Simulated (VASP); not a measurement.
# Co (P6/mmm) in VASP: a series of runs, part 2 of 3

VASP 6.6.1. The steps go on from the part before.

### Step 3. Single point, r2SCAN, collinear spin, ferromagnetic start (11.23 Å³/atom)

This run uses another cell than the first one, of 11.23 Å³/atom.

Contents of POSCAR:

```
Co
1.0
    3.9908195632      0.0000000000      0.0000000000
   -1.9954097816      3.4561511236      0.0000000000
    0.0000000000      0.0000000000      2.4416144218
Co
3
Direct
    0.0000000000      0.0000000000      0.0000000000
    0.3333333333      0.6666666667      0.5000000000
    0.6666666667      0.3333333333      0.5000000000
```

Contents of INCAR.step1:

```
PREC = Accurate ; ENCUT = 520
ISMEAR = -1 ; SIGMA = 0.05
LREAL = F ; LASPH = T
NELM = 150 ; ISPIN = 2
MAGMOM = 1.847 1.93 1.93 ; LMAXMIX = 4
NBANDS = 24 ; GGA = PE
ALGO = Normal ; EDIFF = 1E-4
LWAVE = T ; LCHARG = F
```

Contents of INCAR.step2:

```
PREC = Accurate ; ENCUT = 520
EDIFF = 1E-6 ; ISMEAR = -1
SIGMA = 0.05 ; LREAL = F
LASPH = T ; NELM = 150
ALGO = Normal ; ISIF = 2
LWAVE = F ; LCHARG = T
ISPIN = 2 ; MAGMOM = 1.847 1.93 1.93
LORBIT = 11 ; LMAXMIX = 4
METAGGA = R2SCAN ; LMIXTAU = T
LELF = T ; LVHAR = T
NBANDS = 24 ; ISTART = 1
```

Contents of KPOINTS:

```
Automatic mesh
0
Gamma
  10 10 15
```

Potentials or basis: VASP PAW PBE potentials, release 64 (Co).

On the command line:

```sh
> cat potpaw_PBE.64/Co/POTCAR > POTCAR
> cp INCAR.step1 INCAR
> mpirun -np 1 vasp_std > vasp.out
> cp INCAR.step2 INCAR
> mpirun -np 1 vasp_std > vasp.out
```

OUTCAR:

```text
PREC = Accurate
   ENCUT = 520
   EDIFF = 1E-6
   ISMEAR = -1
   LREAL = F
   LASPH = T
   NELM = 150
   ISIF = 2
   ISPIN = 2
   LORBIT = 11
   METAGGA = R2SCAN
   ISTART = 1

 ion  position               nearest neighbor table
   1  0.000  0.000  0.000-   2 2.61   3 2.61   2 2.61   3 2.61   2 2.61   2 2.61   3 2.61   3 2.61
                             3 2.61   3 2.61   2 2.61   2 2.61
   2  0.333  0.667  0.500-   3 2.30   3 2.30   3 2.30   1 2.61   1 2.61   1 2.61   1 2.61   1 2.61
                             1 2.61
   3  0.667  0.333  0.500-   2 2.30   2 2.30   2 2.30   1 2.61   1 2.61   1 2.61   1 2.61   1 2.61
                             1 2.61

  LATTYP: Found a hexagonal cell.
 ALAT       =     3.9908195632
 C/A-ratio  =     0.6118077711

[... 1521 lines left out ...]
      direct lattice vectors                 reciprocal lattice vectors
     3.990819563  0.000000000  0.000000000     0.250575097  0.144669600  0.000000000
    -1.995409782  3.456151124  0.000000000     0.000000000  0.289339200  0.000000000
     0.000000000  0.000000000  2.441614422     0.000000000  0.000000000  0.409565078

 POSITION                                       TOTAL-FORCE (eV/Angst)
 -----------------------------------------------------------------------------------
      0.00000      0.00000      0.00000        -0.000000      0.000000      0.000000
     -0.00000      2.30410      1.22081        -0.000000      0.000000      0.000000
      1.99541      1.15205      1.22081         0.000000      0.000000     -0.000000
 -----------------------------------------------------------------------------------
    total drift:                               -0.000000      0.000000      0.000000

  FREE ENERGIE OF THE ION-ELECTRON SYSTEM (eV)
  ---------------------------------------------------
  free  energy   TOTEN  =       -39.4013310160 eV

  energy  without entropy=      -39.3797537052  energy(sigma->0) =      -39.39054236

 total charge

# of ion       s       p       d       tot
------------------------------------------
    1        0.478   0.513   7.204   8.195
    2        0.511   0.542   7.221   8.275
    3        0.511   0.542   7.221   8.275
--------------------------------------------------
tot          1.501   1.598  21.646  24.744

 magnetization (x)

# of ion       s       p       d       tot
------------------------------------------
    1       -0.005  -0.077   1.903   1.821
    2       -0.006  -0.073   1.959   1.881
    3       -0.006  -0.073   1.959   1.881
--------------------------------------------------
tot         -0.018  -0.222   5.822   5.582
```

OUTCAR.step1:

```text
PREC = Accurate
   ENCUT = 520
   ISMEAR = -1
   LREAL = F
   LASPH = T
[... 1545 lines left out ...]
      0.00000      0.00000      0.00000         0.000000      0.000000      0.000000
     -0.00000      2.30410      1.22081         0.000000     -0.000000      0.000000
      1.99541      1.15205      1.22081        -0.000000      0.000000      0.000000
 -----------------------------------------------------------------------------------
    total drift:                               -0.000000      0.000000      0.000000

  FREE ENERGIE OF THE ION-ELECTRON SYSTEM (eV)
  ---------------------------------------------------
  free  energy   TOTEN  =       -20.8687043997 eV

  energy  without entropy=      -20.8512476067  energy(sigma->0) =      -20.85997600
```

OSZICAR.step1:

```text
N       E                     dE             d eps       ncg     rms          rms(c)
DAV:   1     0.152602712923E+03    0.15260E+03   -0.11467E+04 11216   0.146E+03
DAV:   2    -0.164933003412E+02   -0.16910E+03   -0.15715E+03 10816   0.272E+02
DAV:   3    -0.237363197023E+02   -0.72430E+01   -0.70048E+01 12344   0.780E+01
DAV:   4    -0.238590030608E+02   -0.12268E+00   -0.12261E+00 15360   0.839E+00
DAV:   5    -0.238609706128E+02   -0.19676E-02   -0.19675E-02 13928   0.977E-01    0.176E+01
DAV:   6    -0.216965731025E+02    0.21644E+01   -0.18631E+01 12176   0.710E+01    0.119E+01
DAV:   7    -0.253168377958E+02   -0.36203E+01   -0.24380E+01 12976   0.893E+01    0.349E+01
DAV:   8    -0.208655527652E+02    0.44513E+01   -0.23557E+01 12952   0.451E+01    0.472E+00
DAV:   9    -0.208705500277E+02   -0.49973E-02   -0.39865E-01 12184   0.724E+00    0.255E+00
DAV:  10    -0.208685324421E+02    0.20176E-02   -0.62813E-02 15480   0.253E+00    0.103E+00
DAV:  11    -0.208716953028E+02   -0.31629E-02   -0.28925E-02 17936   0.183E+00    0.865E-01
DAV:  12    -0.208689350226E+02    0.27603E-02   -0.30195E-03 16624   0.135E+00    0.517E-01
DAV:  13    -0.208683379258E+02    0.59710E-03   -0.38709E-03 14200   0.611E-01    0.232E-01
DAV:  14    -0.208686229228E+02   -0.28500E-03   -0.35481E-04  7872   0.327E-01    0.123E-01
DAV:  15    -0.208687043997E+02   -0.81477E-04   -0.18866E-04  6744   0.228E-01
   1 F= -.20868704E+02 E0= -.20859976E+02  d E =-.174568E-01  mag=     4.9590
```

It took 9.7 min on 1 thread of Oxide Virtual Turin-like, shared host; peak memory 0.22 GiB.

What came out:

- Free energy: -39.4013 eV
- Pressure: -7.8 GPa
- Net moment: 5.37 μB per cell
- Site moments: Co +1.82, +1.88 (each value once) μB
- Valence electrons inside the program's atomic spheres: Co 8.20, 8.28 (each value once)

Caveat: the cell stands under tension; the PAW data sets were made with another functional, which shifts forces and pressure a little.

### Step 4. Single point, r2SCAN, collinear spin, ferromagnetic start (11.66 Å³/atom)

This run uses another cell than the first one, of 11.66 Å³/atom.

Contents of POSCAR:

```
Co
1.0
    4.0413416298      0.0000000000      0.0000000000
   -2.0206708149      3.4999045168      0.0000000000
    0.0000000000      0.0000000000      2.4725242148
Co
3
Direct
    0.0000000000      0.0000000000      0.0000000000
    0.3333333333      0.6666666667      0.5000000000
    0.6666666667      0.3333333333      0.5000000000
```

Contents of INCAR.step1:

```
SYSTEM = Co
PREC = Accurate
ENCUT = 520
ISMEAR = -1
SIGMA = 0.05
LREAL = .FALSE.
LASPH = .TRUE.
NELM = 150
ISPIN = 2
MAGMOM = 1.847 1.93 1.93
LMAXMIX = 4
NBANDS = 24
GGA = PE
ALGO = Normal
EDIFF = 1E-4
LWAVE = .TRUE.
LCHARG = .FALSE.
```

Contents of INCAR.step2:

```
SYSTEM = Co
PREC = Accurate
ENCUT = 520
EDIFF = 1E-6
ISMEAR = -1
SIGMA = 0.05
LREAL = .FALSE.
LASPH = .TRUE.
NELM = 150
ALGO = Normal
ISIF = 2
LWAVE = .FALSE.
LCHARG = .TRUE.
ISPIN = 2
MAGMOM = 1.847 1.93 1.93
LORBIT = 11
LMAXMIX = 4
METAGGA = R2SCAN
LMIXTAU = .TRUE.
LELF = .TRUE.
LVHAR = .TRUE.
NBANDS = 24
ISTART = 1
```

Contents of KPOINTS:

```
regular mesh
0
G
  10 10 15
  0 0 0
```

Potentials or basis: VASP PAW PBE potentials, release 64 (Co).

On the command line:

```sh
> cat potpaw_PBE.64/Co/POTCAR > POTCAR
> cp INCAR.step1 INCAR
> mpirun -np 1 vasp_std > vasp.out
> cp INCAR.step2 INCAR
> mpirun -np 1 vasp_std > vasp.out
```

OUTCAR:

```text
SYSTEM = Co
   PREC = Accurate
   ENCUT = 520
   EDIFF = 1E-6
   ISMEAR = -1
   LREAL = .FALSE.
   LASPH = .TRUE.
   NELM = 150
   ISIF = 2
   ISPIN = 2
   LORBIT = 11
   METAGGA = R2SCAN
   ISTART = 1

 ion  position               nearest neighbor table
   1  0.000  0.000  0.000-   2 2.64   3 2.64   2 2.64   3 2.64   3 2.64   3 2.64   2 2.64   2 2.64
                             3 2.64   3 2.64   2 2.64   2 2.64
   2  0.333  0.667  0.500-   3 2.33   3 2.33   3 2.33   1 2.64   1 2.64   1 2.64   1 2.64   1 2.64
                             1 2.64
   3  0.667  0.333  0.500-   2 2.33   2 2.33   2 2.33   1 2.64   1 2.64   1 2.64   1 2.64   1 2.64
                             1 2.64

  LATTYP: Found a hexagonal cell.
 ALAT       =     4.0413416298
 C/A-ratio  =     0.6118077711

  Lattice vectors:

 A1 = (   4.0413416298,   0.0000000000,   0.0000000000)
 A2 = (  -2.0206708149,   3.4999045168,   0.0000000000)
 A3 = (   0.0000000000,   0.0000000000,   2.4725242148)

Analysis of symmetry for initial positions (statically):
[... 1500 lines left out ...]

  FORCE on cell =-STRESS in cart. coord.  units (eV):
  Direction    XX          YY          ZZ          XY          YZ          ZX
  --------------------------------------------------------------------------------------
  -------------------------------------------------------------------------------------
  Total       -2.9910344     -2.9910344     -3.1379302      0.0000000      0.0000000      0.0000000
  in kB     -137.0281121   -137.0281121   -143.7578409      0.0000000      0.0000000      0.0000000
  external PRESSURE =    -139.2713551 kB  Pullay stress =       0.0000000 kB

 VOLUME and BASIS-vectors are now :
 -----------------------------------------------------------------------------
  energy-cutoff  :      520.00
  volume of cell :       34.97
      direct lattice vectors                 reciprocal lattice vectors
     4.041341630  0.000000000  0.000000000     0.247442580  0.142861040  0.000000000
    -2.020670815  3.499904517  0.000000000     0.000000000  0.285722080  0.000000000
     0.000000000  0.000000000  2.472524215     0.000000000  0.000000000  0.404444977

 POSITION                                       TOTAL-FORCE (eV/Angst)
 -----------------------------------------------------------------------------------
      0.00000      0.00000      0.00000        -0.000000      0.000000      0.000000
     -0.00000      2.33327      1.23626         0.000000      0.000000     -0.000000
      2.02067      1.16663      1.23626        -0.000000     -0.000000      0.000000
 -----------------------------------------------------------------------------------
    total drift:                               -0.000000      0.000000      0.000000

  FREE ENERGIE OF THE ION-ELECTRON SYSTEM (eV)
  ---------------------------------------------------
  free  energy   TOTEN  =       -39.3129201857 eV

  energy  without entropy=      -39.2883865294  energy(sigma->0) =      -39.30065336

 total charge

# of ion       s       p       d       tot
------------------------------------------
    1        0.464   0.484   7.178   8.127
    2        0.497   0.513   7.195   8.205
    3        0.497   0.513   7.195   8.205
--------------------------------------------------
tot          1.458   1.511  21.568  24.537

 magnetization (x)

# of ion       s       p       d       tot
------------------------------------------
    1       -0.004  -0.075   1.952   1.873
    2       -0.006  -0.071   1.992   1.915
    3       -0.006  -0.071   1.992   1.915
--------------------------------------------------
tot         -0.016  -0.216   5.935   5.703
```

OSZICAR.step1:

```text
N       E                     dE             d eps       ncg     rms          rms(c)
DAV:   1     0.155025455669E+03    0.15503E+03   -0.11366E+04 10976   0.144E+03
DAV:   2    -0.162875663179E+02   -0.17131E+03   -0.15938E+03 10808   0.273E+02
DAV:   3    -0.237101484724E+02   -0.74226E+01   -0.71712E+01 12312   0.787E+01
DAV:   4    -0.238340234304E+02   -0.12387E+00   -0.12380E+00 15144   0.846E+00
DAV:   5    -0.238363416703E+02   -0.23182E-02   -0.23181E-02 13880   0.104E+00    0.170E+01
DAV:   6    -0.217783735421E+02    0.20580E+01   -0.19976E+01 12072   0.726E+01    0.130E+01
DAV:   7    -0.257117081694E+02   -0.39333E+01   -0.26751E+01 12928   0.933E+01    0.363E+01
DAV:   8    -0.208025804978E+02    0.49091E+01   -0.24917E+01 12944   0.449E+01    0.481E+00
DAV:   9    -0.208090661904E+02   -0.64857E-02   -0.44983E-01 12144   0.773E+00    0.254E+00
DAV:  10    -0.208103240343E+02   -0.12578E-02   -0.74300E-02 15648   0.268E+00    0.115E+00
DAV:  11    -0.208155223862E+02   -0.51984E-02   -0.37761E-02 17224   0.227E+00    0.104E+00
DAV:  12    -0.208109994524E+02    0.45229E-02   -0.63027E-03 17440   0.170E+00    0.554E-01
DAV:  13    -0.208107374717E+02    0.26198E-03   -0.44918E-03 13944   0.542E-01    0.257E-01
DAV:  14    -0.208110918301E+02   -0.35436E-03   -0.34637E-04  9256   0.372E-01    0.140E-01
DAV:  15    -0.208111925307E+02   -0.10070E-03   -0.23245E-04  6952   0.247E-01    0.194E-02
DAV:  16    -0.208111994951E+02   -0.69644E-05   -0.70830E-05  6248   0.701E-02
   1 F= -.20811199E+02 E0= -.20801740E+02  d E =-.189187E-01  mag=     5.0267
```

Run time: 11 min. Hardware: 1 thread of Oxide Virtual Turin-like, shared host; peak memory 0.22 GiB.

What came out:

- Free energy: -39.3129 eV
- Pressure: -13.9 GPa
- Net moment: 5.47 μB per cell
- Site moments: Co +1.87, +1.92 (each value once) μB
- Valence electrons inside the program's atomic spheres: Co 8.13, 8.21 (each value once)

Caveat: the cell stands under tension; the PAW data sets were made with another functional, which shifts forces and pressure a little.

### Step 5. Single point, r2SCAN, collinear spin, ferromagnetic start (10.36 Å³/atom)

This run uses another cell than the first one, of 10.36 Å³/atom.

Contents of POSCAR:

```
Co
1.0
    3.8857488194      0.0000000000      0.0000000000
   -1.9428744097      3.3651571903      0.0000000000
    0.0000000000      0.0000000000      2.3773313242
Co
3
Direct
    0.0000000000      0.0000000000      0.0000000000
    0.3333333333      0.6666666667      0.5000000000
    0.6666666667      0.3333333333      0.5000000000
```

Contents of INCAR.step1:

```
SYSTEM = Co
PREC = Accurate
ENCUT = 520
ISMEAR = -1
SIGMA = 0.05
LREAL = .False.
LASPH = .True.
NELM = 150
ISPIN = 2
MAGMOM = 1.847 1.93 1.93
LMAXMIX = 4
NBANDS = 24
GGA = PE
ALGO = Normal
EDIFF = 1E-4
LWAVE = .True.
LCHARG = .False.
```

Contents of INCAR.step2:

```
SYSTEM = Co
PREC = Accurate
ENCUT = 520
EDIFF = 1E-7
ISMEAR = -1
SIGMA = 0.05
LREAL = .False.
LASPH = .True.
NELM = 150
ALGO = Normal
ISIF = 2
LWAVE = .False.
LCHARG = .False.
ISPIN = 2
MAGMOM = 1.847 1.93 1.93
LORBIT = 11
LMAXMIX = 4
METAGGA = R2SCAN
LMIXTAU = .True.
NBANDS = 24
ISTART = 1
```

Contents of KPOINTS:

```
regular mesh
0
Gamma
  10 10 15
  0 0 0
```

On the command line:

```sh
> cat potpaw_PBE.64/Co/POTCAR > POTCAR
> cp INCAR.step1 INCAR
> mpirun -np 1 vasp_std > vasp.out
> cp INCAR.step2 INCAR
> mpirun -np 1 vasp_std > vasp.out
```

Run time: 7.7 min. Hardware: 1 thread of Oxide Virtual Turin-like, shared host; peak memory 0.21 GiB.

It converged, with:

```yaml
Free_energy: -39.3980 eV
Pressure: 9.6 GPa
Net_moment: 5.18 μB per cell
Site_moments: Co +1.71, +1.81 (each value once) μB
Valence_electrons_inside_the_program's_atomic_spheres: Co 8.36, 8.44 (each value once)
```

Stress tensor (GPa, compression positive):
```
9.68 0.00 0.00
0.00 9.68 0.00
0.00 0.00 9.49
```

Levels at points of the mesh, in eV from the Fermi level:
Spin up:
```tsv
k point	band 14	band 15	band 16	band 17	band 18	band 19
(0.00, 0.00, 0.00)	-2.61	-1.38	-1.38	6.56	6.56	6.56
(0.50, 0.00, 0.00)	-1.72	-1.57	-1.34	-1.21	0.05	7.07
```
Spin down:
```tsv
k point	band 7	band 8	band 9	band 10	band 11	band 12	band 13	band 14	band 15	band 16
(0.00, 0.00, 0.00)	-2.31	-1.40	-0.70	-0.70	0.08	0.08	0.17	0.17	1.72	1.72
(0.50, 0.00, 0.00)	-1.65	-1.44	-0.64	-0.44	0.19	0.29	0.78	1.14	1.24	1.29
```

Caveat: the cell stands under pressure; the PAW data sets were made with another functional, which shifts forces and pressure a little.

(Continued in part 3 of 3.)
